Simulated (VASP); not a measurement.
# ZnS (P3m1) in VASP: single point with r2SCAN

Aim: the single point of ZnS with r2SCAN.

Everything below comes from runs of VASP 6.6.1. Logs are shortened: lines on timing, memory, paths and dates and some standing lists are left out, and cuts for length are marked.

## 1. The cell of the first run

It takes space group P3m1 (No. 156, trigonal). Conventional cell: a = 3.809 Å, b = 3.809 Å, c = 12.466 Å, α = 90.00°, β = 90.00°, γ = 120.00°. Zn (site symmetry 3m) has 4 S at 2.23 to 2.34 Å within 3.0 Å. Zn (site symmetry 3m) has 4 S at 2.32 to 2.43 Å within 3.1 Å. Within 3.1 Å of Zn (site symmetry 3m) lie 4 S at 2.34 to 2.36 Å. Within 3.0 Å of Zn (site symmetry 3m) lie 4 S at 2.31 to 2.34 Å. Within 3.0 Å of S (site symmetry 3m) lie 4 Zn at 2.23 to 2.36 Å. S (site symmetry 3m) has 4 Zn at 2.31 to 2.43 Å within 3.0 Å. S (site symmetry 3m) has 4 Zn at 2.32 to 2.34 Å within 3.1 Å. S (site symmetry 3m) has 4 Zn at 2.34 Å within 3.1 Å.

## 2. Single point, r2SCAN (atoms displaced along a vibrational mode)

Input file POSCAR:

```
ZnS
1.0
    3.8087369152      0.0000000000      0.0000000000
   -1.9043684576      3.2984629249      0.0000000000
    0.0000000000      0.0000000000     12.4664651431
Zn S
4 4
Direct
    0.0000000000      0.0000000000      0.0020528715
    0.0000000000      0.0000000000      0.4981759133
    0.3333333333      0.6666666667      0.2510027024
    0.6666666667      0.3333333333      0.7491385324
    0.0000000000      0.0000000000      0.1812200036
    0.0000000000      0.0000000000      0.6932522836
    0.3333333333      0.6666666667      0.4384062542
    0.6666666667      0.3333333333      0.9367514390
```

Input file INCAR.step1:

```
PREC = Accurate
ENCUT = 520
ISMEAR = 0
SIGMA = 0.05
LREAL = False
LASPH = True
NELM = 80
NBANDS = 46
GGA = PE
ALGO = Normal
EDIFF = 1E-4
LWAVE = True
LCHARG = False
```

Input file INCAR.step2:

```
PREC = Accurate
ENCUT = 520
EDIFF = 1E-6
ISMEAR = 0
SIGMA = 0.05
LREAL = False
LASPH = True
NELM = 80
ALGO = Normal
ISIF = 2
LWAVE = False
LCHARG = True
METAGGA = R2SCAN
LMIXTAU = True
LELF = True
LVHAR = True
NBANDS = 46
ISTART = 1
```

Input file KPOINTS:

```
Automatic mesh
0
Gamma
  6 6 2
```

Potentials or basis: VASP PAW PBE potentials, release 64 (Zn, S).

Launch:

```sh
$ cat potpaw_PBE.64/Zn/POTCAR potpaw_PBE.64/S/POTCAR > POTCAR
$ cp INCAR.step1 INCAR
$ mpirun -np 1 vasp_std > vasp.out
$ cp INCAR.step2 INCAR
$ mpirun -np 1 vasp_std > vasp.out
```

OUTCAR:

```text
PREC = Accurate
   ENCUT = 520
   EDIFF = 1E-6
   ISMEAR = 0
   LREAL = False
   LASPH = True
   NELM = 80
   ISIF = 2
   METAGGA = R2SCAN
   ISTART = 1

 ion  position               nearest neighbor table
   1  0.000  0.000  0.002-   5 2.23   8 2.34   8 2.34   8 2.34
   2  0.000  0.000  0.498-   7 2.32   7 2.32   7 2.32   6 2.43
   3  0.333  0.667  0.251-   7 2.34   5 2.36   5 2.36   5 2.36
   4  0.667  0.333  0.749-   6 2.31   6 2.31   6 2.31   8 2.34
   5  0.000  0.000  0.181-   1 2.23   3 2.36   3 2.36   3 2.36
   6  0.000  0.000  0.693-   4 2.31   4 2.31   4 2.31   2 2.43
   7  0.333  0.667  0.438-   2 2.32   2 2.32   2 2.32   3 2.34
   8  0.667  0.333  0.937-   4 2.34   1 2.34   1 2.34   1 2.34

  LATTYP: Found a hexagonal cell.
 ALAT       =     3.8087369152
 C/A-ratio  =     3.2731231956

  Lattice vectors:

 A1 = (   3.8087369152,   0.0000000000,   0.0000000000)
 A2 = (  -1.9043684576,   3.2984629249,   0.0000000000)
 A3 = (   0.0000000000,   0.0000000000,  12.4664651431)

Analysis of symmetry for initial positions (statically):
=====================================================================
 Subroutine PRICEL returns:
 Original cell was already a primitive cell.

 Routine SETGRP: Setting up the symmetry group for a
 hexagonal supercell.

 Subroutine GETGRP returns: Found  6 space group operations
 (whereof  6 operations were pure point group operations)
 out of a pool of 24 trial point group operations.

The static configuration has the point symmetry C_3v.

Analysis of symmetry for dynamics (positions and initial velocities):
=====================================================================
 Subroutine PRICEL returns:
 Original cell was already a primitive cell.

 Routine SETGRP: Setting up the symmetry group for a
 hexagonal supercell.

 Subroutine GETGRP returns: Found  6 space group operations
 (whereof  6 operations were pure point group operations)
 out of a pool of 24 trial point group operations.

The dynamic configuration has the point symmetry C_3v.

 Subroutine INISYM returns: Found  6 space group operations
 (whereof  6 operations are pure point group operations),
 and found     1 'primitive' translations

----------------------------------------------------------------------------------------

                                     Primitive cell

  volume of cell :     156.6159

  direct lattice vectors                    reciprocal lattice vectors
     3.808736915  0.000000000  0.000000000     0.262554233  0.151585757  0.000000000
    -1.904368458  3.298462925  0.000000000     0.000000000  0.303171514  0.000000000
     0.000000000  0.000000000 12.466465143     0.000000000  0.000000000  0.080215200

  length of vectors
     3.808736915  3.808736915 12.466465143     0.303171514  0.303171514  0.080215200

  position of ions in fractional coordinates (direct lattice)
     0.000000000  0.000000000  0.002052871
     0.000000000  0.000000000  0.498175913
     0.333333333  0.666666667  0.251002702
     0.666666667  0.333333333  0.749138532
     0.000000000  0.000000000  0.181220004
     0.000000000  0.000000000  0.693252284
     0.333333333  0.666666667  0.438406254
     0.666666667  0.333333333  0.936751439

  ion indices of the primitive-cell ions
   primitive index   ion index
                 1           1
                 2           2
                 3           3
                 4           4
                 5           5
                 6           6
                 7           7
                 8           8

----------------------------------------------------------------------------------------

 KPOINTS: Automatic mesh

Automatic generation of k-mesh.
 Grid dimensions read from file:
 generate k-points for:    6    6    2

 Generating k-lattice:

  Cartesian coordinates                     Fractional coordinates (reciprocal lattice)
     0.043759039  0.025264293  0.000000000     0.166666667  0.000000000  0.000000000
     0.000000000  0.050528586  0.000000000     0.000000000  0.166666667  0.000000000
     0.000000000  0.000000000  0.040107600     0.000000000  0.000000000  0.500000000

  Length of vectors
     0.050528586  0.050528586  0.040107600

  Shift w.r.t. Gamma in fractional coordinates (k-lattice)
     0.000000000  0.000000000  0.000000000

 Subroutine IBZKPT returns following result:
 ===========================================

 Found     14 irreducible k-points:

 Following reciprocal coordinates:
            Coordinates               Weight
  0.000000  0.000000  0.000000      1.000000
  0.166667  0.000000  0.000000      6.000000
  0.333333  0.000000  0.000000      6.000000
  0.500000  0.000000  0.000000      3.000000
  0.166667  0.166667  0.000000      6.000000
  0.333333  0.166667  0.000000     12.000000
  0.333333  0.333333  0.000000      2.000000
  0.000000  0.000000  0.500000      1.000000
  0.166667  0.000000  0.500000      6.000000
  0.333333  0.000000  0.500000      6.000000
  0.500000  0.000000  0.500000      3.000000
  0.166667  0.166667  0.500000      6.000000
  0.333333  0.166667  0.500000     12.000000
  0.333333  0.333333  0.500000      2.000000
   k-points           NKPTS =     14   k-points in BZ     NKDIM =     14   number of bands    NBANDS=     46
   number of dos      NEDOS =    301   number of ions     NIONS =      8
   total plane-waves  NPLWV =  75264
   dimension x,y,z NGX =    28 NGY =   28 NGZ =   96
   dimension x,y,z NGXF=    56 NGYF=   56 NGZF=  192
   ions per type =               4   4
   NGX,Y,Z   is equivalent  to a cutoff of  12.22, 12.22, 12.80 a.u.
   NGXF,Y,Z  is equivalent  to a cutoff of  24.44, 24.44, 25.60 a.u.
 SYSTEM =  unknown system
   PREC   = accura    normal or accurate (medium, high low for compatibility)
   ISTART =      1    job   : 0-new  1-cont  2-samecut
   ICHARG =      0    charge: 1-file 2-atom 10-const
   ISPIN  =      1    spin polarized calculation?
   LNONCOLLINEAR =      F non collinear calculations
   LSORBIT =      F    spin-orbit coupling
   LASPH  =      T    aspherical Exc in radial PAW
   ENCUT  =  520.0 eV  38.22 Ry    6.18 a.u.   7.08  7.08 23.18*2*pi/ulx,y,z
   NELM   =     80;   NELMIN=  2; NELMDL=  0     # of ELM steps
   EDIFF  = 0.1E-05   stopping-criterion for ELM
   LREAL  =      F    real-space projection
   EDIFFG = 0.1E-04   stopping-criterion for IOM
   NSW    =      0    number of steps for IOM
   IBRION =     -1    ionic relax: 0-MD 1-quasi-New 2-CG
   NFREE  =      0    steps in history (QN), initial steepest desc. (CG)
   ISIF   =      2    stress and relaxation
   ISYM   =      2    0-nonsym 1-usesym 2-fastsym
   POTIM  = 0.5000    time-step for ionic-motion
   TEBEG  =    0.0;   TEEND  =   0.0 temperature during run
   PSTRESS=    0.0 pullay stress
   NELECT =      72.0000    total number of electrons
   NUPDOWN=      -1.0000    fix difference up-down
   EMIN   =  10.00;   EMAX   =-10.00  energy-range for DOS
   EFERMI =   0.00;   METHOD = LEGACY
   ISMEAR =     0;   SIGMA  =   0.05  broadening in eV -4-tet -1-fermi 0-gaus
   EFERMI_NEDOS =   21; number of points for ismear=-14 and -15
   IALGO  =     38    algorithm
   IMIX   =      4    mixing-type and parameters
     AMIX     =   0.40;   BMIX     =  1.00
     AMIX_MAG =   1.60;   BMIX_MAG =  1.00
  volume/ion in A,a.u.               =      19.58       132.11
  Fermi-wavevector in a.u.,A,eV,Ry     =   1.263495  2.387660 21.720624  1.596421
  Thomas-Fermi vector in A             =   2.396849
   LORBIT       =      0    0 simple, 1 ext, 2 COOP (PROOUT), +10 PAW based schemes
   METAGGA = R2SCAN    functional components
   LHFCALC =     F    Hartree Fock is set to
   AEXX    =    0.0000 exact exchange contribution
   IVDW    =     0    specifies the selected vdW correction
   LEPSILON=     F    determine dielectric tensor
   LRPA    =     F    only Hartree local field effects (RPA)
 non-spin polarized calculation
 Gauss-broadening in eV      SIGMA  =   0.05
  energy-cutoff  :      520.00
  volume of cell :      156.62
 maximum number of plane-waves:      4251
   NGX = 15   NGY = 15   NGZ = 47

 number of electron      72.0000033 magnetization

 Free energy of the ion-electron system (eV)
  ---------------------------------------------------
  ext. energy  EPLUGINS =         0.00000000
  ---------------------------------------------------
  free energy    TOTEN  =       -75.35223048 eV

  energy without entropy =      -75.35223048  energy(sigma->0) =      -75.35223048

 E-fermi :   2.2641     XC(G=0): -10.3187

 val. band max:        2.0160628986   @ k =   0.0000   0.0000   0.0000
 cond. band min:       4.6169354488   @ k =   0.0000   0.0000   0.0000
 fundamental gap:      2.6008725502
 Fermi energy:         2.2641047512

 k-point     1 :       0.0000    0.0000    0.0000
  band No.  band energies     occupation
      1     -11.9094      2.00000
      2     -11.4398      2.00000
      3     -11.3871      2.00000
      4     -10.7538      2.00000
      5      -4.8095      2.00000
      6      -4.8094      2.00000
[... 38 lines left out ...]
     45       9.0276      0.00000
     46       9.2524      0.00000

 k-point     2 :       0.1667    0.0000    0.0000
  band No.  band energies     occupation
      1     -11.7286      2.00000
      2     -11.2884      2.00000
      3     -11.2301      2.00000
      4     -10.6455      2.00000
      5      -4.8140      2.00000
      6      -4.7613      2.00000
[... 38 lines left out ...]
     45       9.1669      0.00000
     46       9.2835      0.00000

 k-point     3 :       0.3333    0.0000    0.0000
  band No.  band energies     occupation
      1     -11.3096      2.00000
      2     -10.9588      2.00000
      3     -10.8791      2.00000
      4     -10.4351      2.00000
      5      -4.7895      2.00000
      6      -4.6709      2.00000
[... 38 lines left out ...]
     45       9.3778      0.00000
     46       9.9869      0.00000

 k-point     4 :       0.5000    0.0000    0.0000
  band No.  band energies     occupation
      1     -11.0538      2.00000
      2     -10.7811      2.00000
      3     -10.6754      2.00000
      4     -10.3466      2.00000
      5      -4.7589      2.00000
      6      -4.6330      2.00000
[... 430 lines left out ...]
     45       9.4113      0.00000
     46       9.5554      0.00000

 k-point    13 :       0.3333    0.1667    0.5000
  band No.  band energies     occupation
      1     -11.0599      2.00000
      2     -10.8014      2.00000
      3     -10.6646      2.00000
      4     -10.3466      2.00000
      5      -4.7107      2.00000
      6      -4.6285      2.00000
[... 38 lines left out ...]
     45       9.7211      0.00000
     46       9.8833      0.00000

 k-point    14 :       0.3333    0.3333    0.5000
  band No.  band energies     occupation
      1     -10.9305      2.00000
      2     -10.6979      2.00000
      3     -10.5726      2.00000
      4     -10.3092      2.00000
      5      -4.6850      2.00000
      6      -4.5826      2.00000
[... 38 lines left out ...]
     45       9.7129      0.00000
     46      10.2876      0.00000

------------------------ aborting loop because EDIFF is reached ----------------------------------------

  FORCE on cell =-STRESS in cart. coord.  units (eV):
  Direction    XX          YY          ZZ          XY          YZ          ZX
  --------------------------------------------------------------------------------------
  -------------------------------------------------------------------------------------
  Total        0.0508571      0.0508571      0.4397600      0.0000000      0.0000000      0.0000000
  in kB        0.5202665      0.5202665      4.4987349      0.0000000      0.0000000      0.0000000
  external PRESSURE =       1.8464226 kB  Pullay stress =       0.0000000 kB

 VOLUME and BASIS-vectors are now :
 -----------------------------------------------------------------------------
  energy-cutoff  :      520.00
  volume of cell :      156.62
      direct lattice vectors                 reciprocal lattice vectors
     3.808736915  0.000000000  0.000000000     0.262554233  0.151585757  0.000000000
    -1.904368458  3.298462925  0.000000000     0.000000000  0.303171514  0.000000000
     0.000000000  0.000000000 12.466465143     0.000000000  0.000000000  0.080215200

 POSITION                                       TOTAL-FORCE (eV/Angst)
 -----------------------------------------------------------------------------------
      0.00000      0.00000      0.02559        -0.000000     -0.000000     -0.788774
      0.00000      0.00000      6.21049         0.000000     -0.000000      0.562297
     -0.00000      2.19898      3.12912        -0.000000     -0.000000     -0.345238
      1.90437      1.09949      9.33911         0.000000      0.000000      0.295296
      0.00000      0.00000      2.25917         0.000000     -0.000000      1.179135
      0.00000      0.00000      8.64241         0.000000     -0.000000     -0.907992
     -0.00000      2.19898      5.46538         0.000000     -0.000000     -0.137331
      1.90437      1.09949     11.67798         0.000000     -0.000000      0.142606
 -----------------------------------------------------------------------------------
    total drift:                                0.000010     -0.000008      0.001980

  FREE ENERGIE OF THE ION-ELECTRON SYSTEM (eV)
  ---------------------------------------------------
  free  energy   TOTEN  =       -75.3522304776 eV

  energy  without entropy=      -75.3522304776  energy(sigma->0) =      -75.35223048
```

Wall time 4.2 min (1 thread of Intel Xeon 6975P-C (Granite Rapids), shared host); peak memory 0.32 GiB.

What came out:

* Free energy: -75.3522 eV
* Pressure: 0.2 GPa
* Largest force: 1.179 eV/Å
* Band gap on the k mesh: 2.60 eV

Forces in eV/Å, atoms in the order of the input:
```
Zn   0.000  0.000 -0.789
Zn   0.000  0.000  0.562
Zn   0.000  0.000 -0.345
Zn   0.000  0.000  0.295
S    0.000  0.000  1.179
S    0.000  0.000 -0.908
S    0.000  0.000 -0.137
S    0.000  0.000  0.143
```

Levels at points of the mesh, in eV from the valence-band top:
| k point | band 33 | band 34 | band 35 | band 36 | band 37 | band 38 | band 39 | band 40 |
| --- | --- | --- | --- | --- | --- | --- | --- | --- |
| (0.00, 0.00, 0.00) | -0.56 | -0.12 | 0.00 | 0.00 | 2.60 | 3.52 | 3.89 | 4.21 |
| (0.50, 0.00, 0.00) | -1.76 | -1.71 | -1.20 | -0.91 | 3.53 | 3.67 | 4.05 | 4.70 |
| (0.00, 0.00, 0.50) | -0.39 | -0.39 | -0.05 | -0.05 | 3.25 | 3.51 | 3.68 | 4.01 |
| (0.50, 0.00, 0.50) | -1.75 | -1.49 | -1.42 | -1.01 | 3.81 | 4.07 | 4.24 | 4.57 |

Caveat: the cell differs from its parent crystal (atoms displaced along a vibrational mode); the PAW data sets were made with another functional, which shifts forces and pressure a little.
